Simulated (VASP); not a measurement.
Input of a VASP 6.6.1 run:

File INCAR:

```
SYSTEM = HfO2
PREC = Accurate ; ENCUT = 520
EDIFF = 1E-6 ; ISMEAR = 0
SIGMA = 0.02 ; LREAL = .FALSE.
LASPH = .TRUE. ; NELM = 80
ALGO = Normal ; ISIF = 2
LWAVE = .FALSE. ; LCHARG = .FALSE.
GGA = PE ; NBANDS = 31
```

File KPOINTS:

```
regular mesh
0
G
  6 6 4
  0 0 0
```

POSCAR

```
HfO2
1.0
    3.7124339275      0.0000000000      0.0000000000
    0.0000000000      3.5396802948      0.0000000000
    0.0000000000      0.0000000000      5.2592181453
Hf O
2 4
Direct
    0.5000000000      0.5000000000      0.5045259202
    0.0000000000      0.0000000000     -0.0045259202
    0.0000000000      0.5000000000      0.6905018309
    0.5000000000      0.0000000000      0.8094981691
    0.5000000000      0.0000000000      0.3067916420
    0.0000000000      0.5000000000      0.1932083580
```

Potentials or basis: VASP PAW PBE potentials, release 64 (Hf_pv, O).

Launch:

```bash
$ cat potpaw_PBE.64/Hf_pv/POTCAR potpaw_PBE.64/O/POTCAR > POTCAR
$ mpirun -np 1 vasp_std > vasp.out
```

Q: Estimate the band gap on the k mesh.

A: 4.52 eV (least direct gap 4.58 eV).

Q: Predict the pressure.

A: -5.0 GPa.

Q: Estimate the largest force.

A: 0.074 eV/Å.

Forces on the atoms (eV/Å):
```
Hf   0.000  0.000  0.001
Hf   0.000  0.000 -0.001
O    0.000  0.000 -0.025
O    0.000  0.000  0.025
O    0.000  0.000  0.074
O    0.000  0.000 -0.074
```

Caveat: the cell differs from its parent crystal (uniaxial strain along a: +3.0 %, then relaxed in part); the cell stands under tension; spin-orbit coupling is left out, which moves the levels of the heavy elements. A k mesh can miss the band edges.
